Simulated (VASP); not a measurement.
# CdS (P6_3mc) in VASP: notebook, part 2 of 2

VASP 6.6.1.

## 3. Single point, r2SCAN (strain +1.0%)

Input file POSCAR:

```
CdS
1.0
    4.2062472956      0.0000000000      0.0000000000
   -2.1031236478      3.6427170126      0.0000000000
    0.0000000000      0.0000000000      6.8336705949
Cd S
2 2
Direct
    0.3333333333      0.6666666667     -0.0009631164
    0.6666666667      0.3333333333      0.4990368836
    0.3333333333      0.6666666667      0.3759631164
    0.6666666667      0.3333333333      0.8759631164
```

Input file INCAR.step1:

```
PREC     = Accurate       # precision mode
ENCUT    = 520            # plane-wave cutoff, eV
ISMEAR   = 0              # smearing method
SIGMA    = 0.01           # smearing width, eV
LREAL    = False          # projectors in reciprocal space
LASPH    = True           # aspherical terms in the spheres
NELM     = 80             # most SCF steps
NBANDS   = 26             # bands
GGA      = PE             # functional
ALGO     = Normal         # electronic algorithm
EDIFF    = 1E-4           # SCF threshold, eV
LWAVE    = True           # write WAVECAR
LCHARG   = False          # write CHGCAR
```

Input file INCAR.step2:

```
PREC     = Accurate       # precision mode
ENCUT    = 520            # plane-wave cutoff, eV
EDIFF    = 1E-7           # SCF threshold, eV
ISMEAR   = 0              # smearing method
SIGMA    = 0.01           # smearing width, eV
LREAL    = False          # projectors in reciprocal space
LASPH    = True           # aspherical terms in the spheres
NELM     = 80             # most SCF steps
ALGO     = Normal         # electronic algorithm
ISIF     = 2              # what is computed and relaxed
LWAVE    = False          # write WAVECAR
LCHARG   = True           # write CHGCAR
METAGGA  = R2SCAN         # meta-GGA
LMIXTAU  = True         
LELF     = True           # ELF
LVHAR    = True         
NBANDS   = 26             # bands
ISTART   = 1
```

Input file KPOINTS:

```
regular mesh
0
Gamma
  12 12 4
```

Potentials or basis: VASP PAW PBE potentials, release 64 (Cd, S).

On the command line:

```
$ cat potpaw_PBE.64/Cd/POTCAR potpaw_PBE.64/S/POTCAR > POTCAR
$ cp INCAR.step1 INCAR
$ mpirun -np 1 vasp_std > vasp.out
$ cp INCAR.step2 INCAR
$ mpirun -np 1 vasp_std > vasp.out
```

OUTCAR:

```text
PREC = Accurate
   ENCUT = 520
   EDIFF = 1E-7
   ISMEAR = 0
   LREAL = False
   LASPH = True
   NELM = 80
   ISIF = 2
   METAGGA = R2SCAN
   ISTART = 1

 ion  position               nearest neighbor table
   1  0.333  0.667  0.999-   4 2.57   4 2.57   4 2.57   3 2.58
   2  0.667  0.333  0.499-   3 2.57   3 2.57   3 2.57   4 2.58
   3  0.333  0.667  0.376-   2 2.57   2 2.57   2 2.57   1 2.58
   4  0.667  0.333  0.876-   1 2.57   1 2.57   1 2.57   2 2.58

  LATTYP: Found a hexagonal cell.
 ALAT       =     4.2062472956
 C/A-ratio  =     1.6246478428

  Lattice vectors:

 A1 = (   4.2062472956,   0.0000000000,   0.0000000000)
 A2 = (  -2.1031236478,   3.6427170126,   0.0000000000)
 A3 = (   0.0000000000,   0.0000000000,   6.8336705949)

Analysis of symmetry for initial positions (statically):
=====================================================================
 Subroutine PRICEL returns:
 Original cell was already a primitive cell.

 Routine SETGRP: Setting up the symmetry group for a
 hexagonal supercell.

 Subroutine GETGRP returns: Found 12 space group operations
 (whereof  6 operations were pure point group operations)
 out of a pool of 24 trial point group operations.

The static configuration has the point symmetry C_3v.
 The point group associated with its full space group is C_6v.

Analysis of symmetry for dynamics (positions and initial velocities):
=====================================================================
 Subroutine PRICEL returns:
 Original cell was already a primitive cell.

 Routine SETGRP: Setting up the symmetry group for a
 hexagonal supercell.

 Subroutine GETGRP returns: Found 12 space group operations
 (whereof  6 operations were pure point group operations)
 out of a pool of 24 trial point group operations.

The dynamic configuration has the point symmetry C_3v.
[... 121 lines left out ...]
   IALGO  =     38    algorithm
   IMIX   =      4    mixing-type and parameters
     AMIX     =   0.40;   BMIX     =  1.00
     AMIX_MAG =   1.60;   BMIX_MAG =  1.00
  volume/ion in A,a.u.               =      26.18       176.65
  Fermi-wavevector in a.u.,A,eV,Ry     =   1.146879  2.167287 17.896168  1.315331
  Thomas-Fermi vector in A             =   2.283561
   LORBIT       =      0    0 simple, 1 ext, 2 COOP (PROOUT), +10 PAW based schemes
   METAGGA = R2SCAN    functional components
   LHFCALC =     F    Hartree Fock is set to
   AEXX    =    0.0000 exact exchange contribution
   IVDW    =     0    specifies the selected vdW correction
   LEPSILON=     F    determine dielectric tensor
   LRPA    =     F    only Hartree local field effects (RPA)
 non-spin polarized calculation
 Gauss-broadening in eV      SIGMA  =   0.01
  energy-cutoff  :      520.00
  volume of cell :      104.71
 maximum number of plane-waves:      2852
 NGX is ok and might be reduce to    32
   NGX = 15   NGY = 15   NGZ = 25

 number of electron      36.0000002 magnetization

 Free energy of the ion-electron system (eV)
  ---------------------------------------------------
  ext. energy  EPLUGINS =         0.00000000
  ---------------------------------------------------
  free energy    TOTEN  =       -59.37149864 eV

  energy without entropy =      -59.37149864  energy(sigma->0) =      -59.37149864

 E-fermi :   0.6463     XC(G=0):  -9.4632

 val. band max:        0.5997641663   @ k =   0.0000   0.0000   0.0000
 cond. band min:       2.1510314455   @ k =   0.0000   0.0000   0.0000
 fundamental gap:      1.5512672793
 Fermi energy:         0.6462892425

 k-point     1 :       0.0000    0.0000    0.0000
  band No.  band energies     occupation
      1     -11.9514      2.00000
      2     -11.5646      2.00000
      3      -7.1677      2.00000
      4      -7.1629      2.00000
      5      -7.1629      2.00000
      6      -7.0834      2.00000
[... 685 lines left out ...]
     25       8.9068      0.00000
     26      10.1656      0.00000

 [... further k-points ...]

------------------------ aborting loop because EDIFF is reached ----------------------------------------

  FORCE on cell =-STRESS in cart. coord.  units (eV):
  Direction    XX          YY          ZZ          XY          YZ          ZX
  --------------------------------------------------------------------------------------
  -------------------------------------------------------------------------------------
  Total       -0.9427208     -0.9427208     -0.9273986      0.0000000      0.0000000      0.0000000
  in kB      -14.4251187    -14.4251187    -14.1906652      0.0000000      0.0000000      0.0000000
  external PRESSURE =     -14.3469675 kB  Pullay stress =       0.0000000 kB

 VOLUME and BASIS-vectors are now :
 -----------------------------------------------------------------------------
  energy-cutoff  :      520.00
  volume of cell :      104.71
      direct lattice vectors                 reciprocal lattice vectors
     4.206247296  0.000000000  0.000000000     0.237741609  0.137260182  0.000000000
    -2.103123648  3.642717013  0.000000000     0.000000000  0.274520364  0.000000000
     0.000000000  0.000000000  6.833670595     0.000000000  0.000000000  0.146334241

 POSITION                                       TOTAL-FORCE (eV/Angst)
 -----------------------------------------------------------------------------------
     -0.00000      2.42848      6.82709        -0.000000      0.000000     -0.002346
      2.10312      1.21424      3.41025         0.000000     -0.000000     -0.002346
     -0.00000      2.42848      2.56921         0.000000     -0.000000      0.002346
      2.10312      1.21424      5.98604         0.000000      0.000000      0.002346
 -----------------------------------------------------------------------------------
    total drift:                               -0.000000      0.000000      0.001652

  FREE ENERGIE OF THE ION-ELECTRON SYSTEM (eV)
  ---------------------------------------------------
  free  energy   TOTEN  =       -59.3714986423 eV

  energy  without entropy=      -59.3714986423  energy(sigma->0) =      -59.37149864
```

OSZICAR.step1:

```text
N       E                     dE             d eps       ncg     rms          rms(c)
DAV:   1     0.245616673046E+03    0.24562E+03   -0.17455E+04  2964   0.126E+03
DAV:   2     0.505591201336E+00   -0.24511E+03   -0.23702E+03  3240   0.316E+02
DAV:   3    -0.132557461893E+02   -0.13761E+02   -0.13673E+02  3566   0.747E+01
DAV:   4    -0.134020132164E+02   -0.14627E+00   -0.14612E+00  3370   0.743E+00
DAV:   5    -0.134042824070E+02   -0.22692E-02   -0.22691E-02  3528   0.924E-01    0.102E+01
DAV:   6    -0.123206341200E+02    0.10836E+01   -0.19548E+00  3854   0.138E+01    0.824E+00
DAV:   7    -0.123023275944E+02    0.18307E-01   -0.65721E-01  3074   0.430E+00    0.396E+00
DAV:   8    -0.123011435391E+02    0.11841E-02   -0.71837E-02  3164   0.261E+00    0.463E-01
DAV:   9    -0.122996990096E+02    0.14445E-02   -0.12924E-02  3302   0.135E+00    0.131E-01
DAV:  10    -0.123000165235E+02   -0.31751E-03   -0.11737E-03  3162   0.311E-01    0.121E-01
DAV:  11    -0.123001798907E+02   -0.16337E-03   -0.24436E-04  2814   0.105E-01    0.653E-02
DAV:  12    -0.123001728007E+02    0.70900E-05   -0.10856E-04  2116   0.787E-02
   1 F= -.12300173E+02 E0= -.12300173E+02  d E =-.716421E-21
```

Run time: 5 min. Hardware: 1 thread of Intel Xeon 6975P-C (Granite Rapids), shared host; peak memory 0.32 GiB.

What came out:

```yaml
Free_energy: -59.3715 eV
Pressure: -1.4 GPa
Band_gap_on_the_k_mesh: 1.55 eV
```

Forces in eV/Å, atoms in the order of the input:
```
Cd   0.000  0.000 -0.002
Cd   0.000  0.000 -0.002
S    0.000  0.000  0.002
S    0.000  0.000  0.002
```

Levels at points of the mesh, in eV from the valence-band top:
```tsv
k point	band 16	band 17	band 18	band 19	band 20	band 21
(0.00, 0.00, 0.00)	-0.03	0.00	0.00	1.55	3.17	6.99
(0.50, 0.00, 0.00)	-1.75	-1.19	-0.70	4.07	4.24	5.44
(0.00, 0.00, 0.50)	-0.36	-0.36	-0.36	3.19	3.19	6.58
(0.50, 0.00, 0.50)	-1.25	-1.23	-1.23	3.85	3.85	5.77
```

Caveat: the cell differs from its parent crystal (strain +1.0%); the PAW data sets were made with another functional, which shifts forces and pressure a little.
